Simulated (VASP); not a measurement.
# Mg9O8 (a cell with a defect) in VASP: notebook, part 2 of 2

VASP 6.6.1. Earlier steps stand in the parts before.

### Step 3. Relaxation of the atoms, PBE+D3(BJ)

INCAR reads:

```
SYSTEM = Mg9O8
PREC     = Accurate       ! precision mode
ENCUT    = 520            ! plane-wave cutoff, eV
EDIFF    = 1E-7           ! SCF threshold, eV
ISMEAR   = -1             ! smearing method
SIGMA    = 0.05           ! smearing width, eV
LREAL    = Auto         
LASPH    = .True.         ! aspherical terms in the spheres
NELM     = 60             ! most SCF steps
ALGO     = Normal         ! electronic algorithm
ISIF     = 2              ! what is computed and relaxed
LWAVE    = .False.        ! write WAVECAR
LCHARG   = .False.        ! write CHGCAR
GGA      = PE             ! functional
IVDW     = 12             ! dispersion correction
IBRION   = 2              ! ionic algorithm
NSW      = 80             ! ionic steps
EDIFFG   = -0.03          ! ionic threshold
```

KPOINTS reads:

```
Automatic mesh
0
Gamma
  2 2 2
  0 0 0
```

POSCAR reads:

```
Mg9O8
1.0
    0.0000000000      4.0790000000      4.0790000000
    4.0790000000      0.0000000000      4.0790000000
    4.0790000000      4.0790000000      0.0000000000
Mg O
9 8
Direct
    0.0000000000      0.0000000000      0.0000000000
    0.0000000000      0.0000000000      0.5000000000
    0.0000000000      0.5000000000      0.0000000000
    0.0000000000      0.5000000000      0.5000000000
    0.5000000000      0.0000000000      0.0000000000
    0.5000000000      0.0000000000      0.5000000000
    0.5000000000      0.5000000000      0.0000000000
    0.5000000000      0.5000000000      0.5000000000
    0.6279159200      0.6255587500      0.6163174900
    0.2500000000      0.2500000000      0.2500000000
    0.2500000000      0.2500000000      0.7500000000
    0.2500000000      0.7500000000      0.2500000000
    0.2500000000      0.7500000000      0.7500000000
    0.7500000000      0.2500000000      0.2500000000
    0.7500000000      0.2500000000      0.7500000000
    0.7500000000      0.7500000000      0.2500000000
    0.7500000000      0.7500000000      0.7500000000
```

Potentials or basis: VASP PAW PBE potentials, release 64 (Mg, O).

The run is started by

```sh
$ cat potpaw_PBE.64/Mg/POTCAR potpaw_PBE.64/O/POTCAR > POTCAR
$ mpirun -np 1 vasp_std > vasp.out
```

OUTCAR:

```text
SYSTEM = Mg9O8
   PREC = Accurate
   ENCUT = 520
   EDIFF = 1E-7
   ISMEAR = -1
   LREAL = Auto
   LASPH = .True.
   NELM = 60
   ISIF = 2
   GGA = PE
   IVDW = 12
   IBRION = 2
   NSW = 80
   EDIFFG = -0.03
 IVDW          = 12

 ion  position               nearest neighbor table
   1  0.000  0.000  0.000-  11 2.04  12 2.04  13 2.04  14 2.04  15 2.04  16 2.04   2 2.88   3 2.88
                             5 2.88   2 2.88   4 2.88   6 2.88   3 2.88   4 2.88   7 2.88   5 2.88
   2  0.000  0.000  0.500-  10 2.04  12 2.04  13 2.04  14 2.04  15 2.04  17 2.04   1 2.88   4 2.88
                             6 2.88   1 2.88   3 2.88   5 2.88   3 2.88   4 2.88   8 2.88   5 2.88
   3  0.000  0.500  0.000-  10 2.04  11 2.04  13 2.04  14 2.04  16 2.04  17 2.04   1 2.88   4 2.88
                             7 2.88   2 2.88   4 2.88   8 2.88   1 2.88   2 2.88   5 2.88   5 2.88
   4  0.000  0.500  0.500-   9 1.75  10 2.04  11 2.04  12 2.04  15 2.04  16 2.04  17 2.04   3 2.88
                             8 2.88   2 2.88   1 2.88   3 2.88   7 2.88   1 2.88   2 2.88   6 2.88
   5  0.500  0.000  0.000-  10 2.04  11 2.04  12 2.04  15 2.04  16 2.04  17 2.04   1 2.88   6 2.88
                             7 2.88   2 2.88   6 2.88   8 2.88   3 2.88   7 2.88   8 2.88   1 2.88
   6  0.500  0.000  0.500-   9 1.76  10 2.04  11 2.04  13 2.04  14 2.04  16 2.04  17 2.04   5 2.88
                             8 2.88   2 2.88   1 2.88   5 2.88   7 2.88   4 2.88   7 2.88   8 2.88
   7  0.500  0.500  0.000-   9 1.81  10 2.04  12 2.04  13 2.04  14 2.04  15 2.04  17 2.04   5 2.88
                             8 2.88   3 2.88   4 2.88   6 2.88   8 2.88   1 2.88   5 2.88   6 2.88
   8  0.500  0.500  0.500-   9 1.74  11 2.04  12 2.04  13 2.04  14 2.04  15 2.04  16 2.04   6 2.88
                             7 2.88   4 2.88   3 2.88   5 2.88   7 2.88   2 2.88   5 2.88   6 2.88
   9  0.628  0.626  0.616-  16 1.73   8 1.74   4 1.75   6 1.76  15 1.77  13 1.78  17 1.79   7 1.81
                             3 3.34   5 3.35   1 3.35   2 3.36   2 3.38   2 3.39   5 3.39   1 3.40
  10  0.250  0.250  0.250-   2 2.04   3 2.04   4 2.04   5 2.04   6 2.04   7 2.04
[... 224 lines left out ...]
 Edisp (eV)   -6.23552

 E8    (eV) :    -2.4729
[... 150 lines left out ...]
  FREE ENERGIE OF THE ION-ELECTRON SYSTEM (eV)
  ---------------------------------------------------
  free  energy   TOTEN  =       -82.7019811351 eV

  energy  without entropy=      -82.6641023995  energy(sigma->0) =      -82.68304177

[... ionic steps 4 to 8 ...]

--------------------------------------- Ionic step        9  -------------------------------------------

 number of electron      66.0000003 magnetization

------------------------ aborting loop because EDIFF is reached ----------------------------------------
[... 105 lines left out ...]
--------------------------------------- Ionic step       11  -------------------------------------------

 number of electron      66.0000002 magnetization

 Free energy of the ion-electron system (eV)
  ---------------------------------------------------
  ext. energy  EPLUGINS =         0.00000000
  ---------------------------------------------------
  free energy    TOTEN  =       -76.92800240 eV

  energy without entropy =      -76.89074416  energy(sigma->0) =      -76.90937328

 E-fermi :  11.8690     XC(G=0): -11.9155

 val. band max:       11.8658353457   @ k =   0.0000   0.5000   0.0000
 cond. band min:      11.8936758207   @ k =   0.0000   0.0000   0.5000
 fundamental gap:      0.0278404750
 Fermi energy:        11.8689797633

 k-point     1 :       0.0000    0.0000    0.0000
  band No.  band energies     occupation
      1     -13.4416      2.00000
      2     -11.9447      2.00000
      3     -11.9370      2.00000
      4     -11.9171      2.00000
      5     -11.8730      2.00000
      6     -11.4650      2.00000
[... 397 lines left out ...]
  FREE ENERGIE OF THE ION-ELECTRON SYSTEM (eV)
  ---------------------------------------------------
  free  energy   TOTEN  =       -83.1767692253 eV

  energy  without entropy=      -83.1395109889  energy(sigma->0) =      -83.15814011

 reached required accuracy - stopping structural energy minimisation
```

Run time: 23 min. Hardware: 1 thread of Intel Xeon Platinum 8259CL at 2.50GHz (Skylake/Cascade Lake), shared host; peak memory 0.36 GiB.

Results:

```
Free energy                  : -83.1768 eV
Energy gained by relaxing    : 380.6 meV/atom
Ionic steps                  : 11
Pressure after relaxing      : 64.8 GPa
Largest force after relaxing : 0.028 eV/Å
Band gap on the k mesh       : zero (bands 33 and 34 overlap by 0.56 eV)
Dispersion energy per atom   : -0.368 eV
```

Forces on the atoms (eV/Å):
```
Mg   0.000  0.001  0.007
Mg   0.006  0.008 -0.009
Mg  -0.003 -0.005  0.003
Mg  -0.009 -0.005  0.004
Mg  -0.004 -0.005  0.000
Mg  -0.007 -0.008  0.006
Mg  -0.001  0.001 -0.004
Mg  -0.007 -0.005  0.004
Mg   0.008  0.005 -0.003
O    0.005  0.003 -0.004
O   -0.014 -0.016  0.019
O    0.001  0.011 -0.009
O    0.004  0.009  0.001
O    0.008  0.002 -0.005
O    0.008  0.004 -0.002
O    0.003  0.001  0.001
O    0.001 -0.001 -0.009
```

The path:
| step | energy change (eV) | largest force (eV/Å) | pressure (GPa) |
| --- | --- | --- | --- |
| 1 | 0.0000 | 11.5172 | 68.82 |
| 2 | 1.1847 | 15.4184 | 84.60 |
| 3 | -5.9955 | 1.6993 | 67.38 |
| 4 | -6.3585 | 0.7388 | 65.23 |
| 5 | -6.3778 | 1.0985 | 64.80 |
| 6 | -6.4413 | 0.8295 | 64.55 |
| 7 | -6.4507 | 0.5906 | 64.59 |
| 8 | -6.4693 | 0.1355 | 64.85 |
| 9 | -6.4699 | 0.0936 | 64.81 |
| 10 | -6.4701 | 0.0763 | 64.75 |
| 11 | -6.4703 | 0.0282 | 64.77 |

Final structure:
```
Mg O
1.0
     0.00000    4.07900    4.07900
     4.07900    0.00000    4.07900
     4.07900    4.07900    0.00000
Mg O
9 8
Direct
  0.00068 0.00068 0.00069
  0.00069 0.00072 0.49792
  0.00066 0.49796 0.00072
  0.06529 0.47824 0.47818
  0.49796 0.00067 0.00070
  0.47848 0.06463 0.47838
  0.47928 0.47924 0.06215
  0.47805 0.47802 0.47797
  0.62618 0.62522 0.62147
  0.24172 0.24152 0.24080
  0.24109 0.24089 0.77674
  0.24150 0.77620 0.24059
  0.23913 0.75344 0.75462
  0.77609 0.24141 0.24069
  0.75346 0.23840 0.75501
  0.75485 0.75524 0.23543
  0.75281 0.75311 0.75424
```

Levels at points of the mesh, in eV from the Fermi level:
```tsv
k point	band 29	band 30	band 31	band 32	band 33	band 34	band 35	band 36	band 37	band 38
(0.00, 0.00, 0.00)	-8.06	-7.50	-7.50	-7.49	-2.22	-0.24	0.60	0.60	0.60	1.50
(0.50, 0.00, 0.00)	-7.96	-7.95	-7.75	-7.74	-0.24	-0.01	1.22	1.68	1.76	2.76
(0.00, 0.50, 0.00)	-7.96	-7.95	-7.74	-7.74	-0.25	0.00	1.22	1.68	1.76	2.76
(0.00, 0.00, 0.50)	-7.97	-7.96	-7.73	-7.73	-0.25	0.02	1.21	1.72	1.74	2.77
(0.50, 0.50, 0.50)	-7.96	-7.95	-7.75	-7.75	-0.24	-0.02	1.22	1.69	1.75	2.75
(0.50, 0.50, 0.00)	-8.23	-8.07	-8.06	-8.00	0.32	0.75	1.57	2.01	2.05	3.18
(0.00, 0.50, 0.50)	-8.24	-8.07	-8.06	-8.00	0.32	0.75	1.57	1.99	2.07	3.17
(0.50, 0.00, 0.50)	-8.24	-8.07	-8.06	-8.00	0.32	0.75	1.57	2.00	2.06	3.17
```

Caveat: the k points lie up to 0.67 Å⁻¹ apart, too coarse for converged energies and pressures of a metal.

The gap in the log of VASP goes by the Fermi energy; the results here count the filled bands.